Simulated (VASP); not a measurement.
# In6As (Fm-3m) in VASP: further runs

Runs on In6As. Level: PBE. Tasks: single point, relaxation of cell and atoms.

Everything below comes from runs of VASP 6.6.1. Logs are shortened: lines on timing, memory, paths and dates and some standing lists are left out, and cuts for length are marked.

**1. The cell of the first run**

Symmetry: Fm-3m, No. 225, cubic system. Conventional cell: a = 9.242 Å, b = 9.242 Å, c = 9.242 Å, α = 90.00°, β = 90.00°, γ = 90.00°. Within 4.3 Å of In (site symmetry mmm) lie 8 In at 3.27 Å and 2 As at 3.27 Å. As (site symmetry m-3m) has 12 In at 3.27 Å within 4.3 Å.

The cell was built from a structure type or drawn by symmetry, and may not be a known phase.

**2. Single point, PBE**

The input, INCAR:

```
  ALGO = Normal
  EDIFF = 1E-6
  ENCUT = 520
  GGA = PE
  ISIF = 2
  ISMEAR = 0
  LASPH = T
  LCHARG = T
  LELF = T
  LREAL = F
  LVHAR = T
  LWAVE = F
  NBANDS = 50
  NELM = 80
  PREC = Accurate
  SIGMA = 0.2
```

The input, KPOINTS:

```
k-points
0
Gamma
  3 3 3
```

The input, POSCAR:

```
In6As
1.0
    0.0000000000      4.6211063187      4.6211063187
    4.6211063187      0.0000000000      4.6211063187
    4.6211063187      4.6211063187      0.0000000000
In As
6 1
Direct
    0.5000000000      0.5000000000      0.0000000000
    0.5000000000      0.0000000000      0.5000000000
    0.0000000000      0.0000000000      0.5000000000
    0.0000000000      0.5000000000      0.0000000000
    0.0000000000      0.5000000000      0.5000000000
    0.5000000000      0.0000000000      0.0000000000
    0.0000000000      0.0000000000      0.0000000000
```

Potentials or basis: VASP PAW PBE potentials, release 64 (In_d, As).

Command:

```
$ cat potpaw_PBE.64/In_d/POTCAR potpaw_PBE.64/As/POTCAR > POTCAR
$ mpirun -np 1 vasp_std > vasp.out
```

OUTCAR:

```text
EDIFF = 1E-6
   ENCUT = 520
   GGA = PE
   ISIF = 2
   ISMEAR = 0
   LASPH = T
   LREAL = F
   NELM = 80
   PREC = Accurate

 ion  position               nearest neighbor table
   1  0.500  0.500  0.000-   4 3.27   6 3.27   2 3.27   5 3.27   2 3.27   6 3.27   7 3.27   4 3.27
                             5 3.27   7 3.27
   2  0.500  0.000  0.500-   3 3.27   6 3.27   1 3.27   6 3.27   7 3.27   1 3.27   5 3.27   3 3.27
                             5 3.27   7 3.27
   3  0.000  0.000  0.500-   2 3.27   5 3.27   7 3.27   4 3.27   6 3.27   7 3.27   4 3.27   5 3.27
                             2 3.27   6 3.27
   4  0.000  0.500  0.000-   1 3.27   5 3.27   7 3.27   3 3.27   5 3.27   3 3.27   6 3.27   7 3.27
                             1 3.27   6 3.27
   5  0.000  0.500  0.500-   3 3.27   4 3.27   1 3.27   4 3.27   7 3.27   2 3.27   3 3.27   7 3.27
                             1 3.27   2 3.27
   6  0.500  0.000  0.000-   1 3.27   2 3.27   7 3.27   2 3.27   3 3.27   1 3.27   4 3.27   3 3.27
                             4 3.27   7 3.27
   7  0.000  0.000  0.000-   3 3.27   4 3.27   6 3.27   2 3.27   3 3.27   5 3.27   1 3.27   4 3.27
                             5 3.27   1 3.27   2 3.27   6 3.27

  LATTYP: Found a face centered cubic cell.
 ALAT       =     9.2422126374

  Lattice vectors:

 A1 = (   0.0000000000,   4.6211063187,   4.6211063187)
 A2 = (   4.6211063187,   0.0000000000,   4.6211063187)
 A3 = (   4.6211063187,   4.6211063187,   0.0000000000)

Analysis of symmetry for initial positions (statically):
=====================================================================
 Subroutine PRICEL returns:
 Original cell was already a primitive cell.

 Routine SETGRP: Setting up the symmetry group for a
 face centered cubic supercell.

 Subroutine GETGRP returns: Found 48 space group operations
 (whereof 48 operations were pure point group operations)
 out of a pool of 48 trial point group operations.

The static configuration has the point symmetry O_h .

Analysis of symmetry for dynamics (positions and initial velocities):
=====================================================================
 Subroutine PRICEL returns:
 Original cell was already a primitive cell.

 Routine SETGRP: Setting up the symmetry group for a
 face centered cubic supercell.

 Subroutine GETGRP returns: Found 48 space group operations
 (whereof 48 operations were pure point group operations)
 out of a pool of 48 trial point group operations.

The dynamic configuration has the point symmetry O_h .

 Subroutine INISYM returns: Found 48 space group operations
 (whereof 48 operations are pure point group operations),
 and found     1 'primitive' translations

----------------------------------------------------------------------------------------

                                     Primitive cell

  volume of cell :     197.3640

  direct lattice vectors                    reciprocal lattice vectors
     0.000000000  4.621106319  4.621106319    -0.108199199  0.108199199  0.108199199
     4.621106319  0.000000000  4.621106319     0.108199199 -0.108199199  0.108199199
     4.621106319  4.621106319  0.000000000     0.108199199  0.108199199 -0.108199199

  length of vectors
     6.535231229  6.535231229  6.535231229     0.187406509  0.187406509  0.187406509

  position of ions in fractional coordinates (direct lattice)
     0.500000000  0.500000000  0.000000000
     0.500000000  0.000000000  0.500000000
     0.000000000  0.000000000  0.500000000
     0.000000000  0.500000000  0.000000000
     0.000000000  0.500000000  0.500000000
     0.500000000  0.000000000  0.000000000
     0.000000000  0.000000000  0.000000000

  ion indices of the primitive-cell ions
   primitive index   ion index
                 1           1
                 2           2
                 3           3
                 4           4
                 5           5
                 6           6
                 7           7

----------------------------------------------------------------------------------------

 KPOINTS: k-points

Automatic generation of k-mesh.
 Grid dimensions read from file:
 generate k-points for:    3    3    3

 Generating k-lattice:

  Cartesian coordinates                     Fractional coordinates (reciprocal lattice)
    -0.036066400  0.036066400  0.036066400     0.333333333  0.000000000  0.000000000
     0.036066400 -0.036066400  0.036066400     0.000000000  0.333333333  0.000000000
     0.036066400  0.036066400 -0.036066400     0.000000000  0.000000000  0.333333333

  Length of vectors
     0.062468836  0.062468836  0.062468836

  Shift w.r.t. Gamma in fractional coordinates (k-lattice)
     0.000000000  0.000000000  0.000000000

 Subroutine IBZKPT returns following result:
 ===========================================

 Found      4 irreducible k-points:

 Following reciprocal coordinates:
            Coordinates               Weight
  0.000000  0.000000  0.000000      1.000000
  0.333333  0.000000  0.000000      8.000000
  0.333333  0.333333  0.000000      6.000000
 -0.333333  0.333333  0.000000     12.000000
   k-points           NKPTS =      4   k-points in BZ     NKDIM =      4   number of bands    NBANDS=     50
   number of dos      NEDOS =    301   number of ions     NIONS =      7
   total plane-waves  NPLWV = 125000
   dimension x,y,z NGX =    50 NGY =   50 NGZ =   50
   dimension x,y,z NGXF=   100 NGYF=  100 NGZF=  100
   ions per type =               6   1
   NGX,Y,Z   is equivalent  to a cutoff of  12.72, 12.72, 12.72 a.u.
   NGXF,Y,Z  is equivalent  to a cutoff of  25.44, 25.44, 25.44 a.u.
 SYSTEM =  unknown system
   PREC   = accura    normal or accurate (medium, high low for compatibility)
   ISTART =      0    job   : 0-new  1-cont  2-samecut
   ICHARG =      2    charge: 1-file 2-atom 10-const
   ISPIN  =      1    spin polarized calculation?
   LNONCOLLINEAR =      F non collinear calculations
   LSORBIT =      F    spin-orbit coupling
   LASPH  =      T    aspherical Exc in radial PAW
   ENCUT  =  520.0 eV  38.22 Ry    6.18 a.u.  12.15 12.15 12.15*2*pi/ulx,y,z
   NELM   =     80;   NELMIN=  2; NELMDL= -5     # of ELM steps
   EDIFF  = 0.1E-05   stopping-criterion for ELM
   LREAL  =      F    real-space projection
   EDIFFG = 0.1E-04   stopping-criterion for IOM
   NSW    =      0    number of steps for IOM
   IBRION =     -1    ionic relax: 0-MD 1-quasi-New 2-CG
   NFREE  =      0    steps in history (QN), initial steepest desc. (CG)
   ISIF   =      2    stress and relaxation
   ISYM   =      2    0-nonsym 1-usesym 2-fastsym
   POTIM  = 0.5000    time-step for ionic-motion
   TEBEG  =    0.0;   TEEND  =   0.0 temperature during run
   PSTRESS=    0.0 pullay stress
   NELECT =      83.0000    total number of electrons
   NUPDOWN=      -1.0000    fix difference up-down
   EMIN   =  10.00;   EMAX   =-10.00  energy-range for DOS
   EFERMI =   0.00;   METHOD = LEGACY
   ISMEAR =     0;   SIGMA  =   0.20  broadening in eV -4-tet -1-fermi 0-gaus
   EFERMI_NEDOS =   21; number of points for ismear=-14 and -15
   IALGO  =     38    algorithm
   IMIX   =      4    mixing-type and parameters
     AMIX     =   0.40;   BMIX     =  1.00
     AMIX_MAG =   1.60;   BMIX_MAG =  1.00
  volume/ion in A,a.u.               =      28.19       190.27
  Fermi-wavevector in a.u.,A,eV,Ry     =   1.226530  2.317806 20.468282  1.504376
  Thomas-Fermi vector in A             =   2.361528
   LORBIT       =      0    0 simple, 1 ext, 2 COOP (PROOUT), +10 PAW based schemes
   GGA     = PE    functional components
   LHFCALC =     F    Hartree Fock is set to
   AEXX    =    0.0000 exact exchange contribution
   IVDW    =     0    specifies the selected vdW correction
   LEPSILON=     F    determine dielectric tensor
   LRPA    =     F    only Hartree local field effects (RPA)
 non-spin polarized calculation
 Gauss-broadening in eV      SIGMA  =   0.20
  energy-cutoff  :      520.00
  volume of cell :      197.36
 maximum number of plane-waves:      5330
 NGX is ok and might be reduce to    50
   NGX = 25   NGY = 25   NGZ = 25

 number of electron      83.0000049 magnetization

 Free energy of the ion-electron system (eV)
  ---------------------------------------------------
  ext. energy  EPLUGINS =         0.00000000
  ---------------------------------------------------
  free energy    TOTEN  =       -19.62843344 eV

  energy without entropy =      -19.53092875  energy(sigma->0) =      -19.57968109

 E-fermi :   6.3172     XC(G=0):  -9.6580

 val. band max:        6.1849773562   @ k =  -0.3333   0.3333   0.0000
 cond. band min:       6.3365117271   @ k =   0.3333   0.3333   0.0000
 fundamental gap:      0.1515343709
 Fermi energy:         6.3171964679

 k-point     1 :       0.0000    0.0000    0.0000
  band No.  band energies     occupation
      1      -8.6361      2.00000
      2      -8.6323      2.00000
      3      -8.6323      2.00000
      4      -8.6323      2.00000
      5      -8.5494      2.00000
      6      -8.5153      2.00000
[... 42 lines left out ...]
     49      10.9055      0.00000
     50      10.9055      0.00000

 k-point     2 :       0.3333    0.0000    0.0000
  band No.  band energies     occupation
      1      -8.6012      2.00000
      2      -8.5657      2.00000
      3      -8.5657      2.00000
      4      -8.5557      2.00000
      5      -8.5283      2.00000
      6      -8.5007      2.00000
[... 42 lines left out ...]
     49       9.9443      0.00000
     50      10.9126      0.00000

 k-point     3 :       0.3333    0.3333    0.0000
  band No.  band energies     occupation
      1      -8.6127      2.00000
      2      -8.5343      2.00000
      3      -8.5113      2.00000
      4      -8.5113      2.00000
      5      -8.4977      2.00000
      6      -8.4977      2.00000
[... 42 lines left out ...]
     49      10.4274      0.00000
     50      10.4275      0.00000

 k-point     4 :      -0.3333    0.3333    0.0000
  band No.  band energies     occupation
      1      -8.5618      2.00000
      2      -8.5267      2.00000
      3      -8.5244      2.00000
      4      -8.4857      2.00000
      5      -8.4622      2.00000
      6      -8.4600      2.00000
[... 42 lines left out ...]
     49       9.4532      0.00000
     50      10.2408      0.00000

------------------------ aborting loop because EDIFF is reached ----------------------------------------

  FORCE on cell =-STRESS in cart. coord.  units (eV):
  Direction    XX          YY          ZZ          XY          YZ          ZX
  --------------------------------------------------------------------------------------
  -------------------------------------------------------------------------------------
  Total       -0.4432930     -0.4432930     -0.4432930     -0.0000000     -0.0000000      0.0000000
  in kB       -3.5986004     -3.5986004     -3.5986004     -0.0000000     -0.0000000      0.0000000
  external PRESSURE =      -3.5986004 kB  Pullay stress =       0.0000000 kB

 VOLUME and BASIS-vectors are now :
 -----------------------------------------------------------------------------
  energy-cutoff  :      520.00
  volume of cell :      197.36
      direct lattice vectors                 reciprocal lattice vectors
     0.000000000  4.621106319  4.621106319    -0.108199199  0.108199199  0.108199199
     4.621106319  0.000000000  4.621106319     0.108199199 -0.108199199  0.108199199
     4.621106319  4.621106319  0.000000000     0.108199199  0.108199199 -0.108199199

 POSITION                                       TOTAL-FORCE (eV/Angst)
 -----------------------------------------------------------------------------------
      2.31055      2.31055      4.62111        -0.000000     -0.000000     -0.000000
      2.31055      4.62111      2.31055        -0.000000      0.000000      0.000000
      2.31055      2.31055      0.00000        -0.000000     -0.000000      0.000000
      2.31055      0.00000      2.31055        -0.000000      0.000000     -0.000000
      4.62111      2.31055      2.31055         0.000000     -0.000000      0.000000
      0.00000      2.31055      2.31055         0.000000     -0.000000     -0.000000
      0.00000      0.00000      0.00000        -0.000000     -0.000000     -0.000000
 -----------------------------------------------------------------------------------
    total drift:                                0.000000     -0.000000      0.000000

  FREE ENERGIE OF THE ION-ELECTRON SYSTEM (eV)
  ---------------------------------------------------
  free  energy   TOTEN  =       -19.6284334431 eV

  energy  without entropy=      -19.5309287467  energy(sigma->0) =      -19.57968109
```

Wall time 38 s (1 thread of Intel Xeon 6975P-C (Granite Rapids), shared host); peak memory 0.33 GiB.

Results:

```
Free energy            : -19.6284 eV
Pressure               : -0.4 GPa
Band gap on the k mesh : zero (an odd number of electrons rules out a gap without spin polarisation)
```

Caveat: the k points lie up to 0.39 Å⁻¹ apart, too coarse for converged energies and pressures of a metal; spin-orbit coupling is left out, which moves the levels of the heavy elements.

**3. Single point, PBE**

The input, INCAR:

```
SYSTEM = In6As
PREC = Accurate ; ENCUT = 520
EDIFF = 1E-6 ; ISMEAR = 0
SIGMA = 0.1 ; LREAL = .FALSE.
LASPH = .TRUE. ; NELM = 80
ALGO = Fast ; ISIF = 2
LWAVE = .FALSE. ; LCHARG = .FALSE.
GGA = PE ; NBANDS = 50
```

The input, KPOINTS:

```
Automatic mesh
0
G
  6 6 6
  0 0 0
```

POSCAR is that of step 2.

Potentials or basis: VASP PAW PBE potentials, release 64 (In_d, As).

Command:

```
$ cat potpaw_PBE.64/In_d/POTCAR potpaw_PBE.64/As/POTCAR > POTCAR
$ mpirun -np 1 vasp_std > vasp.out
```

Wall time 2.4 min (1 thread of Intel Xeon 6975P-C (Granite Rapids), shared host); peak memory 0.41 GiB.

The run converged. Its results:

* Free energy: -19.4582 eV
* Pressure: 0.0 GPa
* Band gap on the k mesh: zero (an odd number of electrons rules out a gap without spin polarisation)

Levels at points of the mesh, in eV from the Fermi level:
```csv
k point,band 37,band 38,band 39,band 40,band 41,band 42,band 43,band 44,band 45,band 46
"(0.00, 0.00, 0.00)",-3.71,-3.71,-3.48,-1.72,-1.72,-1.26,-1.26,-1.26,3.13,3.18
"(0.50, 0.00, 0.00)",-3.90,-2.17,-1.34,-1.09,-1.09,-0.28,0.53,0.53,2.45,2.75
"(0.50, 0.50, 0.00)",-1.14,-1.07,-0.66,-0.66,-0.37,0.05,0.05,1.81,1.88,2.18
```

Caveat: spin-orbit coupling is left out, which moves the levels of the heavy elements.

**4. Relaxation of cell and atoms, PBE**

This run uses another cell than the first one, of 26.47 Å³/atom.

The input, INCAR:

```
ALGO = Normal ; EDIFF = 1E-6
EDIFFG = -0.08 ; ENCUT = 600
GGA = PE ; IBRION = 2
ISIF = 3 ; ISMEAR = 0
LASPH = T ; LCHARG = F
LREAL = F ; LWAVE = F
NELM = 100 ; NSW = 36
PREC = Accurate ; SIGMA = 0.2
```

The input, KPOINTS:

```
k-points
0
Gamma
  3 3 3
```

POSCAR, as its differences from that of step 3:

```diff
@@ -2,5 +2,5 @@
 1.0
-    0.0000000000      4.6211063187      4.6211063187
-    4.6211063187      0.0000000000      4.6211063187
-    4.6211063187      4.6211063187      0.0000000000
+    0.0000000000      4.5246580300      4.5246580300
+    4.5246580300      0.0000000000      4.5246580300
+    4.5246580300      4.5246580300      0.0000000000
 In As
```

Command:

```
$ cat potpaw_PBE.64/In_d/POTCAR potpaw_PBE.64/As/POTCAR > POTCAR
$ mpirun -np 1 vasp_std > vasp.out
```

It took 76 s on 1 thread of Intel Xeon 6975P-C (Granite Rapids), shared host; peak memory 0.42 GiB.

Results (log left out):

```
Free energy                           : -19.6285 eV
Relaxed volume                        : 27.96 Å³/atom
Relaxed cell                          : a = 6.517 Å, b = 6.517 Å, c = 6.517 Å, α = 60.00°, β = 60.00°, γ = 60.00°
Space group after relaxing (to 0.1 Å) : Fm-3m (No. 225)
Energy gained by relaxing             : 9.9 meV/atom
Ionic steps                           : 2
Pressure after relaxing               : 0.0 GPa
Band gap on the k mesh                : zero (an odd number of electrons rules out a gap without spin polarisation)
```

The path:
```csv
step,energy change (eV),largest force (eV/Å),pressure (GPa),volume (Å³)
1,0.0000,0.0000,2.31,185.26
2,-0.0696,0.0000,-0.04,195.69
```

Final structure:
```
CELL_PARAMETERS angstrom
0.00000 4.60797 4.60797
4.60797 0.00000 4.60797
4.60797 4.60797 0.00000
ATOMIC_POSITIONS crystal
In 0.50000 0.50000 0.00000
In 0.50000 0.00000 0.50000
In 0.00000 0.00000 0.50000
In 0.00000 0.50000 0.00000
In 0.00000 0.50000 0.50000
In 0.50000 0.00000 0.00000
As 0.00000 0.00000 0.00000
```

Levels at points of the mesh, in eV from the Fermi level:
```tsv
k point	band 39	band 40	band 41	band 42	band 43	band 44
(0.00, 0.00, 0.00)	-3.61	-1.86	-1.86	-1.43	-1.43	-1.43
```

Caveat: the k points lie up to 0.39 Å⁻¹ apart in the final cell, too coarse for converged energies and pressures of a metal; spin-orbit coupling is left out, which moves the levels of the heavy elements.

**5. Summary**

| task | cell | k mesh | cutoff (eV) | smearing | gap on the mesh (eV) | pressure (GPa) |
| --- | --- | --- | --- | --- | --- | --- |
| single point | a = 6.535 Å, angles 60.0°, 7 atoms | 3 × 3 × 3 | 520 | gaussian 0.2 eV | none | -0.4 |
| single point | a = 6.535 Å, angles 60.0°, 7 atoms | 6 × 6 × 6 | 520 | gaussian 0.1 eV | none | 0.0 |
| relaxation of cell and atoms | relaxed from a = 6.399 Å, angles 60.0°, 7 atoms | 3 × 3 × 3 | 600 | gaussian 0.2 eV | none | 0.0 |

Alike in all rows: level PBE; potentials or basis VASP PAW PBE potentials, release 64 (In_d, As); no spin polarisation.

Caveats: some runs use coarse meshes; spin-orbit coupling is left out, which moves the levels of the heavy elements.

Absolute energies hang on the potentials; compare differences alone.
